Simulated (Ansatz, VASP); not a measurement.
**Two plane-wave programs on TePb**

File INCAR:

```
PREC = Accurate
ENCUT = 520
EDIFF = 1E-6
ISMEAR = 0
SIGMA = 0.05
LREAL = False
LASPH = True
NELM = 60
ALGO = Normal
ISIF = 2
LWAVE = False
LCHARG = False
GGA = PS
NBANDS = 17
```

The input KPOINTS:

```
Automatic mesh
0
Gamma
  8 8 8
```

POSCAR

```
TePb
1.0
    0.0000000000      3.0367232652      3.6440679182
    3.0367232652      0.0000000000      3.6440679182
    3.0367232652      3.0367232652      0.0000000000
Te Pb
1 1
Direct
    0.5000000000      0.5000000000      0.5000000000
    0.0000000000      0.0000000000      0.0000000000
```

Input for Ansatz:

```yaml
crystal:
  lattice:
    - [0.0, 3.0367232652, 3.6440679182]
    - [3.0367232652, 0.0, 3.6440679182]
    - [3.0367232652, 3.0367232652, 0.0]
  atoms:
    - { symbol: Te, position: [0.5, 0.5, 0.5] }
    - { symbol: Pb, position: [0.0, 0.0, 0.0] }
basis:
  ecutwfc: 420
kpoints:
  mp_grid: { grid: [8, 8, 8] }
hamiltonian:
  xc: pbesol
scf:
  occupations: { method: gaussian, width: 0.05 }
output:
  forces: true
  stress: true
  eigenvalues: true
```

Alike in both runs: task single point; functional PBEsol; k mesh 8 × 8 × 8; occupations gaussian, width 0.05 eV; no spin polarisation.

|  | VASP | Ansatz |
| --- | --- | --- |
| version | VASP 6.6.1 | Ansatz 0.2.0 |
| potentials or method | VASP PAW PBE potentials, release 64 (Te, Pb_d), cutoff 520 eV | scalar-relativistic, plane waves, PAW |
| valence electrons in the cell | 20 | 30 |

|  | VASP | Ansatz | Ansatz less VASP |
| --- | --- | --- | --- |
| gap on the k mesh at the Fermi level (eV) | 0.09 | 0.10 | +0.004 |
| least direct gap on the mesh (eV) | 0.26 | 0.26 | -0.003 |
| pressure (GPa) | 3.6 | 3.7 | +0.02 |
| traceless stress, the component that is largest in VASP (GPa) | -10.09 | -10.07 | +0.021 |

VASP's potentials were made for PBE, not for PBEsol. VASP's potentials hold 20 valence electrons a cell and Ansatz's 30, so a difference there can come from the potentials and not from the codes.

Neither program's run includes spin-orbit coupling.
